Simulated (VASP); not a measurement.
The system is PbS (Galena).

```
CELL_PARAMETERS angstrom
0.00000 2.94585 2.94585
2.94585 0.00000 2.94585
2.94585 2.94585 0.00000
ATOMIC_POSITIONS crystal
Pb 0.00000 0.00000 0.00000
S 0.50000 0.50000 0.50000
```

Base run:

- Program: VASP 6.6.1
- Functional: PBE
- Potentials or basis: VASP PAW PBE potentials, release 64 (Pb_d, S)
- Cutoff: 520 eV
- k mesh: 8 × 8 × 8
- Occupations: fermi-dirac, width 0.05 eV
- Spin: no spin polarisation

Its results: band gap on the k mesh 0.29 eV, direct; pressure 3.4 GPa.

**Question.** After a change of settings the same cell gave: band gap on the k mesh 0.16 eV, direct; pressure -1.5 GPa. Which change was it?
A. functional from PBE to r2SCAN; dispersion from none to rVV10
B. functional from PBE to r2SCAN
C. functional from PBE to SVWN5

**Answer.** C.

SVWN5 binds more tightly than PBE, so the same cell stands under less pressure.

Caveats: spin-orbit coupling is left out, which moves the levels of the heavy elements; the PAW data sets were made with another functional, which shifts forces and pressure a little (some runs).
